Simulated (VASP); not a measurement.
# Ga5As3P2 (I-4m2) in VASP: single point with PBE

Aim: the single point of Ga5As3P2 with PBE.

Everything below comes from runs of VASP 6.6.1. Logs are shortened: lines on timing, memory, paths and dates and some standing lists are left out, and cuts for length are marked.

### 1 The cell of the first run

It takes space group I-4m2 (No. 119, tetragonal). Conventional cell: a = 3.992 Å, b = 3.992 Å, c = 28.268 Å, α = 90.00°, β = 90.00°, γ = 90.00°. Within 3.3 Å of Ga (site symmetry 2mm) lie 4 As at 2.47 Å. Within 3.2 Å of Ga (site symmetry 2mm) lie 2 P at 2.41 Å and 2 As at 2.47 Å. Within 3.2 Å of Ga (site symmetry -4m2) lie 4 P at 2.41 Å. Within 3.2 Å of P (site symmetry 2mm) lie 4 Ga at 2.41 Å. As (site symmetry 2mm) has 4 Ga at 2.47 Å within 3.3 Å. As (site symmetry -4m2) has 4 Ga at 2.47 Å within 3.3 Å.

### 2 Single point, PBE

Input file INCAR:

```
PREC = Accurate
ENCUT = 520
EDIFF = 1E-6
ISMEAR = 0
SIGMA = 0.1
LREAL = F
LASPH = T
NELM = 100
ALGO = Normal
ISIF = 2
LWAVE = F
LCHARG = F
GGA = PE
NBANDS = 56
```

Input file KPOINTS:

```
Automatic mesh
0
Gamma
  6 6 6
```

Input file POSCAR:

```
Ga5As3P2
1.0
   -1.9959628000      1.9959628000     14.1342286000
    1.9959628000     -1.9959628000     14.1342286000
    1.9959628000      1.9959628000    -14.1342286000
Ga P As
5 2 3
Direct
    0.6984470000      0.6984470000      0.0000000000
    0.3015530000      0.3015530000      0.0000000000
    0.9045200000      0.9045200000      0.0000000000
    0.5000000000      0.5000000000      0.0000000000
    0.0954800000      0.0954800000      0.0000000000
    0.9522480000      0.4522480000      0.5000000000
    0.5477520000      0.0477520000      0.5000000000
    0.3530040000      0.8530040000      0.5000000000
    0.1469960000      0.6469960000      0.5000000000
    0.7500000000      0.2500000000      0.5000000000
```

Potentials or basis: VASP PAW PBE potentials, release 64 (Ga_d, P, As).

Started as:

```
cat potpaw_PBE.64/Ga_d/POTCAR potpaw_PBE.64/P/POTCAR potpaw_PBE.64/As/POTCAR > POTCAR
mpirun -np 1 vasp_std > vasp.out
```

OUTCAR:

```text
PREC = Accurate
   ENCUT = 520
   EDIFF = 1E-6
   ISMEAR = 0
   LREAL = F
   LASPH = T
   NELM = 100
   ISIF = 2
   GGA = PE

 ion  position               nearest neighbor table
   1  0.698  0.698  0.000-   9 2.47   9 2.47  10 2.47  10 2.47
   2  0.302  0.302  0.000-   8 2.47   8 2.47  10 2.47  10 2.47
   3  0.905  0.905  0.000-   6 2.41   6 2.41   8 2.47   8 2.47
   4  0.500  0.500  0.000-   7 2.41   6 2.41   7 2.41   6 2.41
   5  0.095  0.095  0.000-   7 2.41   7 2.41   9 2.47   9 2.47
   6  0.952  0.452  0.500-   3 2.41   3 2.41   4 2.41   4 2.41
   7  0.548  0.048  0.500-   5 2.41   5 2.41   4 2.41   4 2.41
   8  0.353  0.853  0.500-   2 2.47   2 2.47   3 2.47   3 2.47
   9  0.147  0.647  0.500-   1 2.47   1 2.47   5 2.47   5 2.47
  10  0.750  0.250  0.500-   2 2.47   1 2.47   2 2.47   1 2.47

  LATTYP: Found a body centered tetragonal cell.
 ALAT       =     3.9919256000
 C/A-ratio  =     7.0814088319

  Lattice vectors:

 A1 = (  -1.9959628000,   1.9959628000,  14.1342286000)
 A2 = (   1.9959628000,  -1.9959628000,  14.1342286000)
 A3 = (   1.9959628000,   1.9959628000, -14.1342286000)

Analysis of symmetry for initial positions (statically):
=====================================================================
 Subroutine PRICEL returns:
 Original cell was already a primitive cell.

 Routine SETGRP: Setting up the symmetry group for a
 body centered tetragonal supercell.

 Subroutine GETGRP returns: Found  8 space group operations
 (whereof  8 operations were pure point group operations)
 out of a pool of 16 trial point group operations.

The static configuration has the point symmetry D_2d.

Analysis of symmetry for dynamics (positions and initial velocities):
=====================================================================
 Subroutine PRICEL returns:
 Original cell was already a primitive cell.

 Routine SETGRP: Setting up the symmetry group for a
 body centered tetragonal supercell.

 Subroutine GETGRP returns: Found  8 space group operations
 (whereof  8 operations were pure point group operations)
 out of a pool of 16 trial point group operations.

The dynamic configuration has the point symmetry D_2d.

 Subroutine INISYM returns: Found  8 space group operations
 (whereof  8 operations are pure point group operations),
 and found     1 'primitive' translations

[... 118 lines left out ...]
   POTIM  = 0.5000    time-step for ionic-motion
   TEBEG  =    0.0;   TEEND  =   0.0 temperature during run
   PSTRESS=    0.0 pullay stress
   NELECT =      90.0000    total number of electrons
   NUPDOWN=      -1.0000    fix difference up-down
   EMIN   =  10.00;   EMAX   =-10.00  energy-range for DOS
   EFERMI =   0.00;   METHOD = LEGACY
   ISMEAR =     0;   SIGMA  =   0.10  broadening in eV -4-tet -1-fermi 0-gaus
   EFERMI_NEDOS =   21; number of points for ismear=-14 and -15
   IALGO  =     38    algorithm
   IMIX   =      4    mixing-type and parameters
     AMIX     =   0.40;   BMIX     =  1.00
     AMIX_MAG =   1.60;   BMIX_MAG =  1.00
  volume/ion in A,a.u.               =      22.52       152.00
  Fermi-wavevector in a.u.,A,eV,Ry     =   1.205804  2.278639 19.782367  1.453963
  Thomas-Fermi vector in A             =   2.341490
   LORBIT       =      0    0 simple, 1 ext, 2 COOP (PROOUT), +10 PAW based schemes
   GGA     = PE    functional components
   LHFCALC =     F    Hartree Fock is set to
   AEXX    =    0.0000 exact exchange contribution
   IVDW    =     0    specifies the selected vdW correction
   LEPSILON=     F    determine dielectric tensor
   LRPA    =     F    only Hartree local field effects (RPA)
 non-spin polarized calculation
 Gauss-broadening in eV      SIGMA  =   0.10
  energy-cutoff  :      520.00
  volume of cell :      225.24
 maximum number of plane-waves:      6140
   NGX = 53   NGY = 53   NGZ = 53

 number of electron      89.9999997 magnetization

 Free energy of the ion-electron system (eV)
  ---------------------------------------------------
  ext. energy  EPLUGINS =         0.00000000
  ---------------------------------------------------
  free energy    TOTEN  =       -42.96853872 eV

  energy without entropy =      -42.96853870  energy(sigma->0) =      -42.96853871

 E-fermi :   4.2056     XC(G=0):  -9.5032

 val. band max:        3.8732619623   @ k =   0.0000   0.0000   0.0000
 cond. band min:       4.5270114780   @ k =   0.0000   0.0000   0.0000
 fundamental gap:      0.6537495157
 Fermi energy:         4.2055908682

 k-point     1 :       0.0000    0.0000    0.0000
  band No.  band energies     occupation
      1     -10.9414      2.00000
      2     -10.9017      2.00000
      3     -10.8703      2.00000
      4     -10.8587      2.00000
      5     -10.8587      2.00000
      6     -10.8556      2.00000
[... 1405 lines left out ...]
     55       7.9345      0.00000
     56       7.9884      0.00000

 [... further k-points ...]

------------------------ aborting loop because EDIFF is reached ----------------------------------------

  FORCE on cell =-STRESS in cart. coord.  units (eV):
  Direction    XX          YY          ZZ          XY          YZ          ZX
  --------------------------------------------------------------------------------------
  -------------------------------------------------------------------------------------
  Total        0.2841103      0.2841103     -0.0560324      0.0000000      0.0000000      0.0000000
  in kB        2.0209736      2.0209736     -0.3985774      0.0000000      0.0000000      0.0000000
  external PRESSURE =       1.2144566 kB  Pullay stress =       0.0000000 kB

 VOLUME and BASIS-vectors are now :
 -----------------------------------------------------------------------------
  energy-cutoff  :      520.00
  volume of cell :      225.24
      direct lattice vectors                 reciprocal lattice vectors
    -1.995962800  1.995962800 14.134228600     0.000000000  0.250505671  0.035375118
     1.995962800 -1.995962800 14.134228600     0.250505671  0.000000000  0.035375118
     1.995962800  1.995962800-14.134228600     0.250505671  0.250505671  0.000000000

 POSITION                                       TOTAL-FORCE (eV/Angst)
 -----------------------------------------------------------------------------------
      0.00000      0.00000     19.74402         0.000000     -0.000000      0.000303
      0.00000      0.00000      8.52444         0.000000     -0.000000     -0.000303
      0.00000      0.00000     25.56938        -0.000000     -0.000000      0.008516
      0.00000      0.00000     14.13423         0.000000     -0.000000      0.000000
      0.00000      0.00000      2.69907        -0.000000     -0.000000     -0.008516
     -0.00000      1.99596     12.78435         0.000000     -0.000000      0.000581
      0.00000      1.99596      1.34988         0.000000     -0.000000     -0.000581
      1.99596     -0.00000      9.97888        -0.000000      0.000000      0.001860
      1.99596      0.00000      4.15535        -0.000000      0.000000     -0.001860
      0.00000      1.99596      7.06711         0.000000     -0.000000      0.000000
 -----------------------------------------------------------------------------------
    total drift:                               -0.000003      0.000003     -0.000000

  FREE ENERGIE OF THE ION-ELECTRON SYSTEM (eV)
  ---------------------------------------------------
  free  energy   TOTEN  =       -42.9685387198 eV

  energy  without entropy=      -42.9685387024  energy(sigma->0) =      -42.96853871
```

stdout:

```text
POSCAR found type information on POSCAR GaP As
 POSCAR found :  3 types and      10 ions
 scaLAPACK will be used
 LDA part: xc-table for (Slater+PW92), standard interpolation
 POSCAR, INCAR and KPOINTS ok, starting setup
 FFT: planning ... GRIDC
 FFT: planning ... GRID_SOFT
 FFT: planning ... GRID
 WAVECAR not read
 entering main loop
```

Wall time 50 min (1 thread of Intel Xeon 6975P-C (Granite Rapids), shared host); peak memory 2.1 GiB.

Results:

| Quantity | Value |
| --- | --- |
| Free energy | -42.9685 eV |
| Pressure | 0.1 GPa |
| Largest force | 0.009 eV/Å |
| Band gap on the k mesh | 0.65 eV, direct |

Forces in eV/Å, atoms in the order of the input:
```
Ga   0.000  0.000  0.000
Ga   0.000  0.000  0.000
Ga   0.000  0.000  0.009
Ga   0.000  0.000  0.000
Ga   0.000  0.000 -0.009
P    0.000  0.000  0.001
P    0.000  0.000 -0.001
As   0.000  0.000  0.002
As   0.000  0.000 -0.002
As   0.000  0.000  0.000
```

A k mesh can miss the band edges.
